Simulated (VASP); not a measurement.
HfO2: single point with PBE

HfO2:

```
Hf O
1.0
     5.16137    0.00000   -0.01593
     0.00000    5.21148    0.00000
    -0.88216    0.00000    5.27871
Hf O
4 8
Direct
  0.27575 0.04289 0.20835
  0.72425 0.54289 0.29165
  0.72425 0.95711 0.79165
  0.27575 0.45711 0.70835
  0.44920 0.75719 0.47667
  0.55080 0.25719 0.02333
  0.55080 0.24281 0.52333
  0.44920 0.74281 0.97667
  0.06710 0.32855 0.34852
  0.93290 0.82855 0.15148
  0.93290 0.67145 0.65148
  0.06710 0.17145 0.84852
```

```
Program                : VASP 6.6.1
Task                   : single point
Functional             : PBE
Potentials or basis    : VASP PAW PBE potentials, release 64 (Hf_pv, O)
Cutoff                 : 520 eV
k mesh                 : 4 × 4 × 4
Occupations            : gaussian, width 0.01 eV
Spin                   : no spin polarisation
Dipole correction      : no
Further INCAR settings : ALGO = Normal; EDIFF = 1e-06; NBANDS = 56
```

```yaml
Pressure: -3.0 GPa
Largest_force: 0.084 eV/Å
Band_gap_on_the_k_mesh: 4.00 eV, indirect (least direct gap 4.08 eV)
```

Forces in eV/Å, atoms in the order of the input:
```
Hf  -0.059  0.019 -0.056
Hf   0.059  0.019  0.056
Hf   0.059 -0.019  0.056
Hf  -0.059 -0.019 -0.056
O    0.044  0.003 -0.010
O   -0.044  0.003  0.010
O   -0.044 -0.003  0.010
O    0.044 -0.003 -0.010
O    0.013  0.004  0.035
O   -0.013  0.004 -0.035
O   -0.013 -0.004 -0.035
O    0.013 -0.004  0.035
```

Stress tensor (GPa, compression positive):
```
-3.02  0.00 -0.19
 0.00 -3.01  0.00
-0.19  0.00 -3.00
```

Levels at points of the mesh, in eV from the valence-band top:
```tsv
k point	band 41	band 42	band 43	band 44	band 45	band 46	band 47	band 48
(0.00, 0.00, 0.00)	-0.60	-0.54	-0.24	0.00	4.49	4.94	5.06	5.40
(0.50, 0.00, 0.00)	-0.78	-0.59	-0.49	-0.08	4.00	4.98	5.02	5.05
(0.00, 0.50, 0.00)	-0.83	-0.83	-0.45	-0.45	4.90	4.90	5.46	5.46
(0.50, 0.50, 0.00)	-0.96	-0.96	-0.61	-0.61	4.64	4.64	5.11	5.11
(0.00, 0.00, 0.50)	-0.85	-0.85	-0.52	-0.52	4.67	4.67	5.10	5.10
(0.50, 0.00, 0.50)	-0.99	-0.99	-0.53	-0.53	4.29	4.29	5.41	5.41
(0.00, 0.50, 0.50)	-0.92	-0.92	-0.69	-0.69	4.86	4.86	5.04	5.04
(0.50, 0.50, 0.50)	-1.06	-1.06	-0.76	-0.76	4.44	4.44	5.13	5.13
```

It took 8.5 min on 1 thread of Intel Xeon 8259CL (shared host), peak memory 0.34 GiB.

Caveat: spin-orbit coupling is left out, which moves the levels of the heavy elements. A k mesh can miss the band edges.
